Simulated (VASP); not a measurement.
Wanted: the native input for a VASP 6.6.1 run.

| Item | Value |
| --- | --- |
| Task | single point |
| Functional | PBE |
| Potentials or basis | VASP PAW PBE potentials, release 64 (Bi_d) |
| Cutoff | 520 eV |
| k mesh | 6 × 6 × 1 |
| Occupations | gaussian, width 0.1 eV |
| Spin | no spin polarisation |
| Dipole correction | yes |
| Further INCAR settings | ALGO = Normal; EDIFF = 1e-07; NBANDS = 14 |

The structure of Bi lies in POSCAR:

```
Bi
1.0
    3.4176230000      0.0000000000      0.0000000000
    0.0000000000      3.4176230000      0.0000000000
    0.0000000000      0.0000000000     14.0000000000
Bi
1
Direct
    0.5000000000      0.5000000000      0.5000000000
```

The input as run:

INCAR

```
ALGO = Normal
DIPOL = 0.5 0.5 0.500
EDIFF = 1E-7
ENCUT = 520
GGA = PE
IDIPOL = 3
ISIF = 2
ISMEAR = 0
LASPH = T
LCHARG = T
LDIPOL = T
LELF = T
LREAL = F
LVACPOTAV = T
LVHAR = T
LWAVE = F
NBANDS = 14
NELM = 60
PREC = Accurate
SIGMA = 0.1
```

KPOINTS

```
k-points
0
Gamma
  6 6 1
```

Potentials or basis: VASP PAW PBE potentials, release 64 (Bi_d).

The run is started by

```console
$ cat potpaw_PBE.64/Bi_d/POTCAR > POTCAR
$ mpirun -np 1 vasp_std > vasp.out
```

Wall time 24 s on 1 thread of Intel(R) Xeon(R) Platinum 8488C (Sapphire Rapids), on a shared host, peak memory 0.27 GiB.
